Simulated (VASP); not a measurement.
# MgSe (Fm-3m) in VASP: relaxation of cell and atoms with HSE06

Aim: the relaxation of cell and atoms of MgSe with HSE06.

All numbers are computed with VASP 6.6.1; they aren't measurements. Logs are shortened: lines on timing, memory, paths and dates and some standing lists are left out, and cuts for length are marked.

### 1 The cell of the first run

The structure is cubic, space group Fm-3m (No. 225). The conventional cell has a = 5.473 Å, b = 5.473 Å, c = 5.473 Å, α = 90.00°, β = 90.00°, γ = 90.00°. Within 3.6 Å of Mg (site symmetry m-3m) lie 6 Se at 2.74 Å. Within 3.6 Å of Se (site symmetry m-3m) lie 6 Mg at 2.74 Å.

### 2 Relaxation of cell and atoms, HSE06

Input file POSCAR:

```
MgSe
1.0
    0.0000000000      2.7362727707      2.7362727707
    2.7362727707      0.0000000000      2.7362727707
    2.7362727707      2.7362727707      0.0000000000
Mg Se
1 1
Direct
    0.0000000000      0.0000000000      0.0000000000
    0.5000000000      0.5000000000      0.5000000000
```

Input file INCAR.step1:

```
PREC     = Accurate       # precision mode
ENCUT    = 600            # plane-wave cutoff, eV
EDIFF    = 1E-5           # SCF threshold, eV
ISMEAR   = -1             # smearing method
SIGMA    = 0.02           # smearing width, eV
LREAL    = False          # projectors in reciprocal space
LASPH    = True           # aspherical terms in the spheres
NELM     = 120            # most SCF steps
ALGO     = Normal         # electronic algorithm
LWAVE    = True           # write WAVECAR
LCHARG   = False          # write CHGCAR
GGA      = PE             # functional
NBANDS   = 11             # bands
GGA_COMPAT= False        
IBRION   = 2              # ionic algorithm
ISIF     = 3              # what is computed and relaxed
EDIFFG   = -0.005         # ionic threshold
NELMIN   = 4            
NSW      = 100            # ionic steps
```

Input file INCAR.step2:

```
PREC     = Accurate       # precision mode
ENCUT    = 600            # plane-wave cutoff, eV
EDIFF    = 1E-7           # SCF threshold, eV
ISMEAR   = -1             # smearing method
SIGMA    = 0.02           # smearing width, eV
LREAL    = False          # projectors in reciprocal space
LASPH    = True           # aspherical terms in the spheres
NELM     = 120            # most SCF steps
ALGO     = Normal         # electronic algorithm
ISIF     = 3              # what is computed and relaxed
LWAVE    = False          # write WAVECAR
LCHARG   = False          # write CHGCAR
GGA      = PE             # functional
LHFCALC  = True           # exact exchange
HFSCREEN = 0.2079         # screening, 1/A
PRECFOCK = Normal       
IBRION   = 2              # ionic algorithm
NSW      = 80             # ionic steps
EDIFFG   = -0.005         # ionic threshold
ISTART   = 1            
GGA_COMPAT= False        
NELMIN   = 4
```

Input file KPOINTS:

```
regular mesh
0
Gamma
  6 6 6
```

Potentials or basis: VASP PAW PBE potentials, release 64 (Mg, Se).

Started as:

```
cat potpaw_PBE.64/Mg/POTCAR potpaw_PBE.64/Se/POTCAR > POTCAR
cp INCAR.step1 INCAR
mpirun -np 1 vasp_std > vasp.out
cp INCAR.step2 INCAR
mpirun -np 1 vasp_std > vasp.out
```

OUTCAR:

```text
PREC = Accurate
   ENCUT = 600
   EDIFF = 1E-7
   ISMEAR = -1
   LREAL = False
   LASPH = True
   NELM = 120
   ISIF = 3
   GGA = PE
   LHFCALC = True
   HFSCREEN = 0.2079
   PRECFOCK = Normal
   IBRION = 2
   NSW = 80
   EDIFFG = -0.005
   ISTART = 1
   NELMIN = 4

 ion  position               nearest neighbor table
   1  0.000  0.000  0.000-   2 2.74   2 2.74   2 2.74   2 2.74   2 2.74   2 2.74
   2  0.500  0.500  0.500-   1 2.74   1 2.74   1 2.74   1 2.74   1 2.74   1 2.74

  LATTYP: Found a face centered cubic cell.
 ALAT       =     5.4725455414

  Lattice vectors:

 A1 = (   0.0000000000,   2.7362727707,   2.7362727707)
 A2 = (   2.7362727707,   0.0000000000,   2.7362727707)
 A3 = (   2.7362727707,   2.7362727707,   0.0000000000)

Analysis of symmetry for initial positions (statically):
=====================================================================
 Subroutine PRICEL returns:
 Original cell was already a primitive cell.

 Routine SETGRP: Setting up the symmetry group for a
 face centered cubic supercell.

 Subroutine GETGRP returns: Found 48 space group operations
 (whereof 48 operations were pure point group operations)
 out of a pool of 48 trial point group operations.

The static configuration has the point symmetry O_h .

Analysis of symmetry for dynamics (positions and initial velocities):
=====================================================================
 Subroutine PRICEL returns:
 Original cell was already a primitive cell.

 Routine SETGRP: Setting up the symmetry group for a
 face centered cubic supercell.

 Subroutine GETGRP returns: Found 48 space group operations
 (whereof 48 operations were pure point group operations)
 out of a pool of 48 trial point group operations.

The dynamic configuration has the point symmetry O_h .

 Subroutine INISYM returns: Found 48 space group operations
 (whereof 48 operations are pure point group operations),
 and found     1 'primitive' translations

----------------------------------------------------------------------------------------

                                     Primitive cell

  volume of cell :      40.9740

  direct lattice vectors                    reciprocal lattice vectors
     0.000000000  2.736272771  2.736272771    -0.182730320  0.182730320  0.182730320
     2.736272771  0.000000000  2.736272771     0.182730320 -0.182730320  0.182730320
     2.736272771  2.736272771  0.000000000     0.182730320  0.182730320 -0.182730320

  length of vectors
     3.869674063  3.869674063  3.869674063     0.316498199  0.316498199  0.316498199

  position of ions in fractional coordinates (direct lattice)
     0.000000000  0.000000000  0.000000000
     0.500000000  0.500000000  0.500000000

  ion indices of the primitive-cell ions
   primitive index   ion index
                 1           1
                 2           2

----------------------------------------------------------------------------------------

 KPOINTS: regular mesh

Automatic generation of k-mesh.
 Grid dimensions read from file:
 generate k-points for:    6    6    6

 Generating k-lattice:

  Cartesian coordinates                     Fractional coordinates (reciprocal lattice)
    -0.030455053  0.030455053  0.030455053     0.166666667  0.000000000  0.000000000
     0.030455053 -0.030455053  0.030455053     0.000000000  0.166666667  0.000000000
     0.030455053  0.030455053 -0.030455053     0.000000000  0.000000000  0.166666667

  Length of vectors
     0.052749700  0.052749700  0.052749700

  Shift w.r.t. Gamma in fractional coordinates (k-lattice)
     0.000000000  0.000000000  0.000000000

 Subroutine IBZKPT returns following result:
 ===========================================

 Found     16 irreducible k-points:

 Following reciprocal coordinates:
            Coordinates               Weight
  0.000000  0.000000  0.000000      1.000000
  0.166667  0.000000  0.000000      8.000000
  0.333333  0.000000  0.000000      8.000000
  0.500000  0.000000  0.000000      4.000000
  0.166667  0.166667  0.000000      6.000000
  0.333333  0.166667  0.000000     24.000000
[... 8 lines left out ...]
 -0.333333  0.333333  0.166667     24.000000
 -0.333333  0.500000  0.166667     12.000000
   k-points           NKPTS =     16   k-points in BZ     NKDIM =    216   number of bands    NBANDS=      8
   number of dos      NEDOS =    301   number of ions     NIONS =      2
   total plane-waves  NPLWV =  32768
   dimension x,y,z NGX =    32 NGY =   32 NGZ =   32
   dimension x,y,z NGXF=    64 NGYF=   64 NGZF=   64
   ions per type =               1   1
   NGX,Y,Z   is equivalent  to a cutoff of  13.75, 13.75, 13.75 a.u.
   NGXF,Y,Z  is equivalent  to a cutoff of  27.50, 27.50, 27.50 a.u.
 SYSTEM =  unknown system
   PREC   = accura    normal or accurate (medium, high low for compatibility)
   ISTART =      1    job   : 0-new  1-cont  2-samecut
   ICHARG =      0    charge: 1-file 2-atom 10-const
   ISPIN  =      1    spin polarized calculation?
   LNONCOLLINEAR =      F non collinear calculations
   LSORBIT =      F    spin-orbit coupling
   LASPH  =      T    aspherical Exc in radial PAW
   ENCUT  =  600.0 eV  44.10 Ry    6.64 a.u.   7.73  7.73  7.73*2*pi/ulx,y,z
   NELM   =    120;   NELMIN=  4; NELMDL=  0     # of ELM steps
   EDIFF  = 0.1E-06   stopping-criterion for ELM
   LREAL  =      F    real-space projection
   EDIFFG = -.5E-02   stopping-criterion for IOM
   NSW    =     80    number of steps for IOM
   IBRION =      2    ionic relax: 0-MD 1-quasi-New 2-CG
   NFREE  =      1    steps in history (QN), initial steepest desc. (CG)
   ISIF   =      3    stress and relaxation
   ISYM   =      3    0-nonsym 1-usesym 2-fastsym
   POTIM  = 0.5000    time-step for ionic-motion
   TEBEG  =    0.0;   TEEND  =   0.0 temperature during run
   PSTRESS=    0.0 pullay stress
   NELECT =       8.0000    total number of electrons
   NUPDOWN=      -1.0000    fix difference up-down
   EMIN   =  10.00;   EMAX   =-10.00  energy-range for DOS
   EFERMI =   0.00;   METHOD = LEGACY
   ISMEAR =    -1;   SIGMA  =   0.02  broadening in eV -4-tet -1-fermi 0-gaus
   EFERMI_NEDOS =   21; number of points for ismear=-14 and -15
   IALGO  =     38    algorithm
   IMIX   =      1    mixing-type and parameters
     AMIX     =   0.40;   BMIX     =  1.00
     AMIX_MAG =   1.60;   BMIX_MAG =  1.00
  volume/ion in A,a.u.               =      20.49       138.25
  Fermi-wavevector in a.u.,A,eV,Ry     =   0.949734  1.794738 12.272389  0.901995
  Thomas-Fermi vector in A             =   2.078045
   LORBIT       =      0    0 simple, 1 ext, 2 COOP (PROOUT), +10 PAW based schemes
   GGA     = PE    functional components
   LHFCALC =     T    Hartree Fock is set to
   PRECFOCK=normal    Normal, Fast or Accurate (Low or Medium for compatibility)
   ENCUT4O =  -1.0   cutoff for four orbital integrals eV
   NKREDX  =     1    reduce k-point grid by
   NKREDY  =     1    reduce k-point grid by
   NKREDZ  =     1    reduce k-point grid by
   AEXX    =    0.2500 exact exchange contribution
   HFSCREEN=    0.2079 screening length (either q_TF or 0.3 A-1)
   HFSCREENC=   0.2079 screening length for correlation (either q_TF or 0.3 A-1)
   ENCUTFOCK=  -1.0 apply spherical cutoff to Coloumb kernel
   IVDW    =     0    specifies the selected vdW correction
   LEPSILON=     F    determine dielectric tensor
   LRPA    =     F    only Hartree local field effects (RPA)
 conjugate gradient relaxation of ions
 non-spin polarized calculation
  energy-cutoff  :      600.00
  volume of cell :       40.97
 maximum number of plane-waves:      1381
  NGX = 24; NGY = 24; NGZ = 24

--------------------------------------- Ionic step        1  -------------------------------------------

 number of electron       8.0000000 magnetization

 Free energy of the ion-electron system (eV)
  ---------------------------------------------------
  ext. energy  EPLUGINS =         0.00000000
  ---------------------------------------------------
  free energy    TOTEN  =        -8.76548125 eV

  energy without entropy =       -8.76548125  energy(sigma->0) =       -8.76548125

------------------------ aborting loop because EDIFF is reached ----------------------------------------

  FORCE on cell =-STRESS in cart. coord.  units (eV):
  Direction    XX          YY          ZZ          XY          YZ          ZX
  --------------------------------------------------------------------------------------
  -------------------------------------------------------------------------------------
  Total       -0.1433651     -0.1433651     -0.1433651      0.0000000      0.0000000      0.0000000
  in kB       -5.6059064     -5.6059064     -5.6059064      0.0000000      0.0000000      0.0000000
  external PRESSURE =      -5.6059064 kB  Pullay stress =       0.0000000 kB

 VOLUME and BASIS-vectors are now :
 -----------------------------------------------------------------------------
  energy-cutoff  :      600.00
  volume of cell :       40.97
      direct lattice vectors                 reciprocal lattice vectors
     0.000000000  2.736272771  2.736272771    -0.182730320  0.182730320  0.182730320
     2.736272771  0.000000000  2.736272771     0.182730320 -0.182730320  0.182730320
     2.736272771  2.736272771  0.000000000     0.182730320  0.182730320 -0.182730320
[... 37 lines left out ...]
 POSITION                                       TOTAL-FORCE (eV/Angst)
 -----------------------------------------------------------------------------------
     -0.00000      2.72681      2.72681        -0.000000      0.000000     -0.000000
      2.72681      2.72681      2.72681         0.000000     -0.000000      0.000000
 -----------------------------------------------------------------------------------
    total drift:                               -0.000000     -0.000000     -0.000000

  FREE ENERGIE OF THE ION-ELECTRON SYSTEM (eV)
  ---------------------------------------------------
  free  energy   TOTEN  =        -8.7660598790 eV

  energy  without entropy=       -8.7660598790  energy(sigma->0) =       -8.76605988

--------------------------------------- Ionic step        3  -------------------------------------------

 number of electron       8.0000000 magnetization

 Free energy of the ion-electron system (eV)
  ---------------------------------------------------
  ext. energy  EPLUGINS =         0.00000000
  ---------------------------------------------------
  free energy    TOTEN  =        -8.76609090 eV

  energy without entropy =       -8.76609090  energy(sigma->0) =       -8.76609090

 E-fermi :   3.0282     XC(G=0):  -7.8838

 val. band max:        2.6041498730   @ k =   0.0000   0.0000   0.0000
 cond. band min:       5.2441766919   @ k =   0.5000   0.5000   0.0000
 fundamental gap:      2.6400268189
 Fermi energy:         3.0282104588

 k-point     1 :       0.0000    0.0000    0.0000
  band No.  band energies     occupation
      1     -11.5438      2.00000
      2       2.6041      2.00000
      3       2.6041      2.00000
      4       2.6041      2.00000
      5       6.1623      0.00000
      6      11.0384      0.00000
      7      11.0384      0.00000
      8      11.0384      0.00000

 k-point     2 :       0.1667    0.0000    0.0000
  band No.  band energies     occupation
      1     -11.2872      2.00000
      2       0.6964      2.00000
      3       2.4236      2.00000
      4       2.4236      2.00000
      5       7.4654      0.00000
      6      10.7721      0.00000
      7      11.2497      0.00000
      8      11.2497      0.00000
[... 174 lines left out ...]
 POSITION                                       TOTAL-FORCE (eV/Angst)
 -----------------------------------------------------------------------------------
      0.00000      0.00000      0.00000         0.000000     -0.000000      0.000000
      2.72854      2.72854      2.72854        -0.000000      0.000000     -0.000000
 -----------------------------------------------------------------------------------
    total drift:                               -0.000000     -0.000000     -0.000000

  FREE ENERGIE OF THE ION-ELECTRON SYSTEM (eV)
  ---------------------------------------------------
  free  energy   TOTEN  =        -8.7660909050 eV

  energy  without entropy=       -8.7660909050  energy(sigma->0) =       -8.76609090

 reached required accuracy - stopping structural energy minimisation
```

It took 13 min on 1 thread of Intel Xeon 6975P-C (Granite Rapids), shared host; peak memory 0.31 GiB.

What came out:

- Free energy: -8.7661 eV
- Relaxed volume: 20.31 Å³/atom
- Relaxed cell: a = 3.859 Å, b = 3.859 Å, c = 3.859 Å, α = 60.00°, β = 60.00°, γ = 60.00°
- Space group after relaxing (to 0.1 Å): Fm-3m (No. 225)
- Energy gained by relaxing: 0.3 meV/atom
- Ionic steps: 3
- Pressure after relaxing: 0.0 GPa
- Band gap on the k mesh: 2.64 eV (least direct gap 3.56 eV)

The path:
```csv
step,energy change (eV),largest force (eV/Å),pressure (GPa),volume (Å³)
1,0.0000,0.0000,-0.56,40.97
2,-0.0006,0.0000,0.13,40.55
3,-0.0006,0.0000,0.00,40.63
```

Final structure:
```yaml
crystal:
  lattice:
    - [0.00000, 2.72854, 2.72854]
    - [2.72854, 0.00000, 2.72854]
    - [2.72854, 2.72854, 0.00000]
  atoms:
    - { symbol: Mg, position: [0.00000, 0.00000, 0.00000] }
    - { symbol: Se, position: [0.50000, 0.50000, 0.50000] }
```

Caveat: the PAW data sets were made with another functional, which shifts forces and pressure a little.
